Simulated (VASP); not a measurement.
A run of VASP 6.6.1 is set up as follows.

File INCAR:

```
SYSTEM = Ba
PREC = Accurate
ENCUT = 520
EDIFF = 1E-7
ISMEAR = 0
SIGMA = 0.15
LREAL = .False.
LASPH = .True.
NELM = 100
ALGO = Fast
ISIF = 2
LWAVE = .False.
LCHARG = .False.
GGA = PS
NBANDS = 11
```

Contents of KPOINTS:

```
regular mesh
0
Gamma
  14 14 14
  0 0 0
```

POSCAR

```
Ba
1.0
    3.9290155812     -0.2067902937     -0.2067902937
   -0.2067902937      3.9290155812     -0.2067902937
   -0.2067902937     -0.2067902937      3.9290155812
Ba
1
Direct
    0.0000000000      0.0000000000      0.0000000000
```

Potentials or basis: VASP PAW PBE potentials, release 64 (Ba_sv).

Launch:

```sh
$ cat potpaw_PBE.64/Ba_sv/POTCAR > POTCAR
$ mpirun -np 1 vasp_std > vasp.out
```

Task: What does it give for the band gap on the k mesh?

Result: Zero (band 5 reaches 1.71 eV, above the bottom of band 6 at 1.31 eV).

Task: What does it give for the pressure?

Result: -0.4 GPa.

Stress tensor (GPa, compression positive):
```
-0.40 -0.48 -0.48
-0.48 -0.40 -0.48
-0.48 -0.48 -0.40
```

Caveat: the PAW data sets were made with another functional, which shifts forces and pressure a little; spin-orbit coupling is left out, which moves the levels of the heavy elements.
